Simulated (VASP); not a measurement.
# MgO in VASP: a series of runs

MgO is run at these levels: PBE; tasks: single point.

All numbers are computed with VASP 6.6.1; they aren't measurements. Logs are shortened: lines on timing, memory, paths and dates and some standing lists are left out, and cuts for length are marked.

## 1. The cell of the first run

The cell holds a slab with vacuum, 24 atoms: a = 5.568 Å, b = 5.568 Å, c = 17.683 Å, α = 90.00°, β = 90.00°, γ = 60.00°.

## 2. Single point, PBE

The input, INCAR:

```
PREC     = Accurate       # precision mode
ENCUT    = 520            # plane-wave cutoff, eV
EDIFF    = 1E-6           # SCF threshold, eV
ISMEAR   = -1             # smearing method
SIGMA    = 0.05           # smearing width, eV
LREAL    = Auto         
LASPH    = True           # aspherical terms in the spheres
NELM     = 60             # most SCF steps
ALGO     = Normal         # electronic algorithm
ISIF     = 2              # what is computed and relaxed
LWAVE    = False          # write WAVECAR
LCHARG   = True           # write CHGCAR
GGA      = PE             # functional
LELF     = True           # ELF
LVHAR    = True         
NBANDS   = 66             # bands
```

The input, KPOINTS:

```
Automatic mesh
0
Gamma
  2 2 1
```

The input, POSCAR:

```
MgO
1.0
    5.5677590000      0.0000000000      0.0000000000
    2.7838790000      4.8218210000      0.0000000000
    0.0000000000      0.0000000000     17.6825700000
Mg O
12 12
Direct
    0.0000000000      0.0000000000      0.0565528653
   -0.0000060056      0.4999978224      0.0565528653
    0.5000036819      0.0000000000      0.0565528653
    0.4999976763      0.4999978224      0.0565528653
    0.7010250429      0.6555821960      0.1996655464
    0.6723783381      0.1726940921      0.1900402487
    0.1963854390      0.6649977260      0.1993036080
    0.1748505935      0.1386820456      0.2030134760
    0.3407351373      0.3136159555      0.3322480838
    0.3322710168      0.8063551094      0.3441977043
    0.8447211021      0.3120812656      0.3460978806
    0.8439187303      0.8117680022      0.3499887177
    0.3333283089      0.8333366170      0.1208251968
    0.3333343145      0.3333387946      0.1208251968
    0.8333319908      0.8333366170      0.1208251968
    0.8333379965      0.3333387946      0.1208251968
    0.0099883814      0.4793624649      0.2691181203
   -0.0159784127     -0.0137707310      0.2592157136
    0.5206108015      0.4870773925      0.2615909339
    0.5087422529     -0.0114064790      0.2636664241
    0.6399450328      0.1615157427      0.4107717374
    0.6487835666      0.6549600244      0.4074520842
    0.1706388781      0.1479316632      0.4026224695
    0.2105054084      0.6083801120      0.4119197605
```

Potentials or basis: VASP PAW PBE potentials, release 64 (Mg, O).

Launch:

```console
$ cat potpaw_PBE.64/Mg/POTCAR potpaw_PBE.64/O/POTCAR > POTCAR
$ mpirun -np 1 vasp_std > vasp.out
```

OUTCAR:

```text
PREC = Accurate
   ENCUT = 520
   EDIFF = 1E-6
   ISMEAR = -1
   LREAL = Auto
   LASPH = True
   NELM = 60
   ISIF = 2
   GGA = PE

 ion  position               nearest neighbor table
   1  0.000  0.000  0.057-  13 1.97  15 1.97  16 1.97   2 2.78   3 2.78   4 2.78   4 2.78   3 2.78
                             2 2.78   6 2.84   8 3.00   7 3.00
   2  1.000  0.500  0.057-  16 1.97  15 1.97  14 1.97   1 2.78   3 2.78   4 2.78   4 2.78   3 2.78
                             1 2.78   5 2.91   7 3.07   8 3.12
   3  0.500  0.000  0.057-  15 1.97  13 1.97  14 1.97   4 2.78   2 2.78   1 2.78   1 2.78   2 2.78
                             4 2.78   6 2.89   8 3.03   5 3.03
   4  0.500  0.500  0.057-  14 1.97  13 1.97  16 1.97   3 2.78   2 2.78   1 2.78   1 2.78   2 2.78
                             3 2.78   6 2.84   7 2.92   5 3.06
   5  0.701  0.656  0.200-  17 1.93  20 1.97  19 2.01  15 2.05  16 2.09  13 2.26   8 2.77   6 2.78
                             7 2.78   7 2.78   6 2.81   8 2.82   2 2.91  12 3.02   3 3.03   4 3.06
   6  0.672  0.173  0.190-  18 1.95  19 1.97  16 1.98  14 2.04  15 2.04  20 2.12   7 2.70   8 2.72
                             5 2.78   5 2.81   4 2.84   1 2.84   7 2.88   8 2.88   3 2.89   9 2.98
   7  0.196  0.665  0.199-  18 1.90  19 1.91  13 2.02  14 2.12  17 2.18  15 2.24   8 2.58   6 2.70
                             5 2.78   5 2.78   6 2.88  10 2.89   9 2.90   4 2.92   8 2.99   1 3.00
   8  0.175  0.139  0.203-  18 1.93  20 1.94  17 2.02  13 2.07  16 2.20  14 2.24   7 2.58   6 2.72
                             5 2.77   9 2.81   5 2.82   6 2.88  10 2.97  11 2.99   7 2.99   1 3.00
   9  0.341  0.314  0.332-  17 1.95  20 1.98  21 2.00  24 2.00  23 2.04  19 2.11  10 2.73  11 2.78
                            12 2.79  11 2.81   8 2.81  12 2.82  10 2.86   7 2.90   6 2.98
  10  0.332  0.806  0.344-  22 1.89  23 1.94  24 1.96  19 2.13  20 2.24  18 2.25  12 2.71   9 2.73
                            11 2.77  11 2.80   9 2.86  12 2.87   7 2.89   8 2.97   5 3.12
  11  0.845  0.312  0.346-  23 1.86  22 1.98  21 2.07  17 2.10  19 2.16  18 2.20  10 2.77   9 2.78
                            12 2.78  12 2.79  10 2.80   9 2.81   8 2.99   5 3.08   6 3.14
  12  0.844  0.812  0.350-  22 1.98  21 2.01  24 2.08  17 2.15  18 2.21  20 2.22  10 2.71  11 2.78
                             9 2.79  11 2.79   9 2.82  10 2.87   5 3.02   7 3.16   6 3.32
  13  0.333  0.833  0.121-   1 1.97   3 1.97   4 1.97   7 2.02   8 2.07   5 2.26
  14  0.333  0.333  0.121-   4 1.97   3 1.97   2 1.97   6 2.04   7 2.12   8 2.24
  15  0.833  0.833  0.121-   3 1.97   1 1.97   2 1.97   6 2.04   5 2.05   7 2.24
  16  0.833  0.333  0.121-   2 1.97   1 1.97   4 1.97   6 1.98   5 2.09   8 2.20
  17  0.010  0.479  0.269-   5 1.93   9 1.95   8 2.02  11 2.10  12 2.15   7 2.18
  18  0.984  0.986  0.259-   7 1.90   8 1.93   6 1.95  11 2.20  12 2.21  10 2.25
  19  0.521  0.487  0.262-   7 1.91   6 1.97   5 2.01   9 2.11  10 2.13  11 2.16
  20  0.509  0.989  0.264-   8 1.94   5 1.97   9 1.98   6 2.12  12 2.22  10 2.24
  21  0.640  0.162  0.411-   9 2.00  12 2.01  11 2.07
  22  0.649  0.655  0.407-  10 1.89  12 1.98  11 1.98
  23  0.171  0.148  0.403-  11 1.86  10 1.94   9 2.04
  24  0.211  0.608  0.412-  10 1.96   9 2.00  12 2.08

  LATTYP: Found a hexagonal cell.
 ALAT       =     5.5677589785
 C/A-ratio  =     3.1758863967

  Lattice vectors:

 A1 = (  -2.7838790000,  -4.8218210000,   0.0000000000)
 A2 = (   5.5677590000,   0.0000000000,   0.0000000000)
 A3 = (   0.0000000000,   0.0000000000,  17.6825700000)

Analysis of symmetry for initial positions (statically):
=====================================================================
 Subroutine PRICEL returns:
 Original cell was already a primitive cell.

 Routine SETGRP: Setting up the symmetry group for a
 hexagonal supercell.

 Subroutine GETGRP returns: Found  1 space group operations
 (whereof  1 operations were pure point group operations)
 out of a pool of 24 trial point group operations.

The static configuration has the point symmetry C_1 .

Analysis of symmetry for dynamics (positions and initial velocities):
=====================================================================
 Subroutine PRICEL returns:
 Original cell was already a primitive cell.

 Routine SETGRP: Setting up the symmetry group for a
 hexagonal supercell.

 Subroutine GETGRP returns: Found  1 space group operations
 (whereof  1 operations were pure point group operations)
 out of a pool of 24 trial point group operations.

The dynamic configuration has the point symmetry C_1 .

 Subroutine INISYM returns: Found  1 space group operations
 (whereof  1 operations are pure point group operations),
 and found     1 'primitive' translations

----------------------------------------------------------------------------------------

                                     Primitive cell

  volume of cell :     474.7193

  direct lattice vectors                    reciprocal lattice vectors
     5.567759000  0.000000000  0.000000000     0.179605475 -0.103695245  0.000000000
     2.783879000  4.821821000  0.000000000     0.000000000  0.207390527  0.000000000
     0.000000000  0.000000000 17.682570000     0.000000000  0.000000000  0.056552865

  length of vectors
     5.567759000  5.567758979 17.682570000     0.207390527  0.207390527  0.056552865

  position of ions in fractional coordinates (direct lattice)
     0.000000000  0.000000000  0.056552865
     0.999993994  0.499997822  0.056552865
     0.500003682  0.000000000  0.056552865
     0.499997676  0.499997822  0.056552865
     0.701025043  0.655582196  0.199665546
     0.672378338  0.172694092  0.190040249
[... 16 lines left out ...]
     0.170638878  0.147931663  0.402622470
     0.210505408  0.608380112  0.411919760

  ion indices of the primitive-cell ions
   primitive index   ion index
                 1           1
                 2           2
                 3           3
                 4           4
                 5           5
                 6           6
[... 16 lines left out ...]
                23          23
                24          24

----------------------------------------------------------------------------------------

 KPOINTS: Automatic mesh

Automatic generation of k-mesh.
 Grid dimensions read from file:
 generate k-points for:    2    2    1

 Generating k-lattice:

  Cartesian coordinates                     Fractional coordinates (reciprocal lattice)
     0.089802738 -0.051847623  0.000000000     0.500000000  0.000000000  0.000000000
     0.000000000  0.103695264  0.000000000     0.000000000  0.500000000  0.000000000
     0.000000000  0.000000000  0.056552865     0.000000000  0.000000000  1.000000000

  Length of vectors
     0.103695263  0.103695264  0.056552865

  Shift w.r.t. Gamma in fractional coordinates (k-lattice)
     0.000000000  0.000000000  0.000000000

 Subroutine IBZKPT returns following result:
 ===========================================

 Found      4 irreducible k-points:

 Following reciprocal coordinates:
            Coordinates               Weight
  0.000000  0.000000  0.000000      1.000000
  0.500000  0.000000  0.000000      1.000000
  0.500000  0.500000  0.000000      1.000000
  0.000000  0.500000  0.000000      1.000000
   k-points           NKPTS =      4   k-points in BZ     NKDIM =      4   number of bands    NBANDS=     66
   number of dos      NEDOS =    301   number of ions     NIONS =     24
   total plane-waves  NPLWV = 246960
   dimension x,y,z NGX =    42 NGY =   42 NGZ =  140
   dimension x,y,z NGXF=    84 NGYF=   84 NGZF=  280
   ions per type =              12  12
   NGX,Y,Z   is equivalent  to a cutoff of  12.54, 12.54, 13.16 a.u.
   NGXF,Y,Z  is equivalent  to a cutoff of  25.08, 25.08, 26.32 a.u.
 SYSTEM =  unknown system
   PREC   = accura    normal or accurate (medium, high low for compatibility)
   ISTART =      0    job   : 0-new  1-cont  2-samecut
   ICHARG =      2    charge: 1-file 2-atom 10-const
   ISPIN  =      1    spin polarized calculation?
   LNONCOLLINEAR =      F non collinear calculations
   LSORBIT =      F    spin-orbit coupling
   LASPH  =      T    aspherical Exc in radial PAW
   ENCUT  =  520.0 eV  38.22 Ry    6.18 a.u.  10.35 10.35 32.88*2*pi/ulx,y,z
   NELM   =     60;   NELMIN=  2; NELMDL= -5     # of ELM steps
   EDIFF  = 0.1E-05   stopping-criterion for ELM
   LREAL  =      T    real-space projection
   EDIFFG = 0.1E-04   stopping-criterion for IOM
   NSW    =      0    number of steps for IOM
   IBRION =     -1    ionic relax: 0-MD 1-quasi-New 2-CG
   NFREE  =      0    steps in history (QN), initial steepest desc. (CG)
   ISIF   =      2    stress and relaxation
   ISYM   =      2    0-nonsym 1-usesym 2-fastsym
   POTIM  = 0.5000    time-step for ionic-motion
   TEBEG  =    0.0;   TEEND  =   0.0 temperature during run
   PSTRESS=    0.0 pullay stress
   NELECT =      96.0000    total number of electrons
   NUPDOWN=      -1.0000    fix difference up-down
   EMIN   =  10.00;   EMAX   =-10.00  energy-range for DOS
   EFERMI =   0.00;   METHOD = LEGACY
   ISMEAR =    -1;   SIGMA  =   0.05  broadening in eV -4-tet -1-fermi 0-gaus
   EFERMI_NEDOS =   21; number of points for ismear=-14 and -15
   IALGO  =     38    algorithm
   IMIX   =      4    mixing-type and parameters
     AMIX     =   0.40;   BMIX     =  1.00
     AMIX_MAG =   1.60;   BMIX_MAG =  1.00
  volume/ion in A,a.u.               =      19.78       133.48
  Fermi-wavevector in a.u.,A,eV,Ry     =   0.960918  1.815871 12.563119  0.923363
  Thomas-Fermi vector in A             =   2.090244
   LORBIT       =      0    0 simple, 1 ext, 2 COOP (PROOUT), +10 PAW based schemes
   GGA     = PE    functional components
   LHFCALC =     F    Hartree Fock is set to
   AEXX    =    0.0000 exact exchange contribution
   IVDW    =     0    specifies the selected vdW correction
   LEPSILON=     F    determine dielectric tensor
   LRPA    =     F    only Hartree local field effects (RPA)
 non-spin polarized calculation
  energy-cutoff  :      520.00
  volume of cell :      474.72
 maximum number of plane-waves:     12815
 NGX is ok and might be reduce to    42
   NGX = 21   NGY = 21   NGZ = 65

 number of electron      95.9999994 magnetization

 Free energy of the ion-electron system (eV)
  ---------------------------------------------------
  ext. energy  EPLUGINS =         0.00000000
  ---------------------------------------------------
  free energy    TOTEN  =      -118.28542245 eV

  energy without entropy =     -118.19291829  energy(sigma->0) =     -118.23917037

 E-fermi :  -1.7691     XC(G=0):  -6.1054

 val. band max:       -1.8388026878   @ k =   0.5000   0.0000   0.0000
 cond. band min:      -1.7395029817   @ k =   0.0000   0.5000   0.0000
 fundamental gap:      0.0992997061
 Fermi energy:        -1.7691396410

 k-point     1 :       0.0000    0.0000    0.0000
  band No.  band energies     occupation
      1     -21.5663      2.00000
      2     -20.4058      2.00000
      3     -20.3152      2.00000
      4     -20.2645      2.00000
      5     -19.8940      2.00000
      6     -18.8261      2.00000
[... 241 lines left out ...]
     59       6.1787      0.00000
     60       6.2628      0.00000
 [bands above 60 left out]

------------------------ aborting loop because EDIFF is reached ----------------------------------------

  FORCE on cell =-STRESS in cart. coord.  units (eV):
  Direction    XX          YY          ZZ          XY          YZ          ZX
  --------------------------------------------------------------------------------------
  -------------------------------------------------------------------------------------
  Total       46.8711092     47.1747746      5.0314209     -1.1494825      1.1934493      3.2055408
  in kB      158.1899596    159.2148302     16.9810417     -3.8795026      4.0278905     10.8186980
  external PRESSURE =     111.4619438 kB  Pullay stress =       0.0000000 kB

 VOLUME and BASIS-vectors are now :
 -----------------------------------------------------------------------------
  energy-cutoff  :      520.00
  volume of cell :      474.72
      direct lattice vectors                 reciprocal lattice vectors
     5.567759000  0.000000000  0.000000000     0.179605475 -0.103695245  0.000000000
     2.783879000  4.821821000  0.000000000     0.000000000  0.207390527  0.000000000
     0.000000000  0.000000000 17.682570000     0.000000000  0.000000000  0.056552865

 POSITION                                       TOTAL-FORCE (eV/Angst)
 -----------------------------------------------------------------------------------
      0.00000      0.00000      1.00000         0.099778     -0.079168     -0.918079
      6.95966      2.41090      1.00000         0.077342     -0.056192     -0.660321
      2.78390      0.00000      1.00000        -0.130213     -0.038770     -0.739385
      4.17580      2.41090      1.00000         0.020056      0.147761     -0.954758
      5.72820      3.16110      3.53060        -0.564700      0.401138      0.600340
      4.22440      0.83270      3.36040        -1.021403     -0.786502      1.624307
[... 16 lines left out ...]
      1.36190      0.71330      7.11940         0.862765     -0.375193      0.610242
      2.86570      2.93350      7.28380        -0.339662      0.225532     -0.547501
 -----------------------------------------------------------------------------------
    total drift:                               -0.002961     -0.003847      0.033872

  FREE ENERGIE OF THE ION-ELECTRON SYSTEM (eV)
  ---------------------------------------------------
  free  energy   TOTEN  =      -118.2854224450 eV

  energy  without entropy=     -118.1929182855  energy(sigma->0) =     -118.23917037
```

Wall time 7.7 min (1 thread of Intel Xeon Platinum 8488C (Sapphire Rapids), shared host); peak memory 0.54 GiB.

What came out:

```
Free energy            : -118.2854 eV
Largest force          : 2.074 eV/Å
Band gap on the k mesh : zero (bands 48 and 49 overlap by 0.45 eV)
```

Forces on the atoms (eV/Å):
```
Mg   0.100 -0.079 -0.918
Mg   0.077 -0.056 -0.660
Mg  -0.130 -0.039 -0.739
Mg   0.020  0.148 -0.955
Mg  -0.565  0.401  0.600
Mg  -1.021 -0.787  1.624
Mg  -1.742 -0.961 -0.087
Mg   0.763  1.187 -0.176
Mg   0.207 -0.585  0.927
Mg   0.615  0.464 -0.588
Mg  -1.210  0.665 -0.410
Mg  -0.498 -0.017  0.018
O    0.207 -0.077  0.443
O   -0.066  0.059  0.462
O    0.216 -0.226  0.163
O    0.462  0.049  0.307
O    0.483  0.361 -1.013
O    1.022 -0.147  1.286
O   -0.378  0.226  0.153
O   -0.084 -0.278 -0.511
O    0.391  0.130 -0.450
O    0.608 -0.287  0.461
O    0.863 -0.375  0.610
O   -0.340  0.226 -0.548
```

Levels at points of the mesh, in eV from the Fermi level:
| k point | band 45 | band 46 | band 47 | band 48 | band 49 | band 50 | band 51 | band 52 |
| --- | --- | --- | --- | --- | --- | --- | --- | --- |
| (0.00, 0.00, 0.00) | -0.35 | -0.23 | -0.20 | 0.39 | 0.45 | 2.60 | 2.64 | 2.65 |
| (0.50, 0.00, 0.00) | -0.46 | -0.41 | -0.13 | -0.13 | -0.07 | 0.25 | 2.13 | 2.15 |
| (0.50, 0.50, 0.00) | -0.54 | -0.36 | -0.15 | -0.12 | 0.07 | 0.14 | 2.13 | 2.15 |
| (0.00, 0.50, 0.00) | -0.45 | -0.41 | -0.14 | -0.13 | 0.03 | 0.18 | 2.13 | 2.15 |

Caveat: the k points lie up to 0.65 Å⁻¹ apart.

## 3. Single point, PBE

The input, INCAR:

```
  ALGO = Normal
  EDIFF = 1E-6
  ENCUT = 520
  GGA = PE
  ISIF = 2
  ISMEAR = -1
  LASPH = True
  LCHARG = False
  LREAL = Auto
  LWAVE = False
  NBANDS = 66
  NELM = 100
  PREC = Accurate
  SIGMA = 0.002
```

The input, KPOINTS:

```
k-points
0
Gamma
  2 2 1
```

The input, POSCAR:

```
MgO
1.0
    5.5677590000      0.0000000000      0.0000000000
    2.7838790000      4.8218210000      0.0000000000
    0.0000000000      0.0000000000     17.6825700000
Mg O
12 12
Direct
    0.0000000000      0.0000000000      0.0565528653
   -0.0000060056      0.4999978224      0.0565528653
    0.5000036819      0.0000000000      0.0565528653
    0.4999976763      0.4999978224      0.0565528653
    0.6725295638      0.6715512666      0.2053151776
    0.6584308100      0.1571605416      0.2080184046
    0.1698072050      0.6913570620      0.2028042304
    0.1442490231      0.2066024434      0.2016279308
    0.3379383168      0.3336498804      0.3504128642
    0.3677199923      0.8258705580      0.3452326217
    0.8237222699      0.3536838054      0.3511310856
    0.8469719830      0.8342906134      0.3536307222
    0.3333283089      0.8333366170      0.1208251968
    0.3333343145      0.3333387946      0.1208251968
    0.8333319908      0.8333366170      0.1208251968
    0.8333379965      0.3333387946      0.1208251968
    0.0130431360      0.5221056526      0.2662169583
    0.0080011377      0.0213197462      0.2740891171
    0.5138727376      0.5041456329      0.2683433460
    0.4950801122     -0.0010369526      0.2642206421
    0.6778229631      0.1731918294      0.4038496666
    0.6670261376      0.7030331487      0.4302994418
    0.2044482862      0.1384331770      0.4113598872
    0.1773501565      0.6814437948      0.4096576459
```

Potentials or basis: VASP PAW PBE potentials, release 64 (Mg, O).

Launch:

```console
$ cat potpaw_PBE.64/Mg/POTCAR potpaw_PBE.64/O/POTCAR > POTCAR
$ mpirun -np 1 vasp_std > vasp.out
```

It took 17 min on 1 thread of Intel Xeon Platinum 8488C (Sapphire Rapids), shared host; peak memory 0.54 GiB.

Results (log left out):

- Free energy: -117.7639 eV
- Largest force: 2.151 eV/Å
- Band gap on the k mesh: zero (bands 48 and 49 overlap by 0.33 eV)

Forces in eV/Å, atoms in the order of the input:
```
Mg  -0.071  0.039 -0.246
Mg   0.043  0.085 -0.396
Mg   0.037  0.013 -0.211
Mg   0.002 -0.085 -0.161
Mg  -0.291 -0.142 -1.241
Mg   1.677  1.048 -0.846
Mg   0.350 -0.019  0.052
Mg   0.146 -1.738  0.013
Mg   0.047  0.450 -0.619
Mg  -1.364  0.422 -0.044
Mg   1.639 -0.732  0.160
Mg   0.231  0.187 -0.723
O    0.041  0.125  0.537
O    0.078  0.163  0.862
O    0.123  0.093  0.993
O    0.007  0.130  0.825
O   -0.778  0.075  0.922
O   -0.669 -0.289 -1.477
O   -0.375 -0.066  0.002
O   -0.099  0.320  0.969
O   -0.751  0.061  1.627
O   -0.207 -0.315 -2.032
O   -0.497  0.617  0.510
O    0.680 -0.441  0.523
```

Levels at points of the mesh, in eV from the Fermi level:
```
           k point  band 45  band 46  band 47  band 48  band 49  band 50  band 51  band 52
(0.00, 0.00, 0.00)    -0.38    -0.25    -0.15     0.32     0.41     2.77     2.78     2.79
(0.50, 0.00, 0.00)    -0.41    -0.30    -0.01     0.00     0.00     0.10     2.27     2.28
(0.50, 0.50, 0.00)    -0.49    -0.28    -0.01     0.00     0.01     0.16     2.27     2.28
(0.00, 0.50, 0.00)    -0.44    -0.30    -0.05    -0.01     0.00     0.20     2.27     2.28
```

Caveat: the k points lie up to 0.65 Å⁻¹ apart; the atoms stand as in a frame of molecular dynamics.
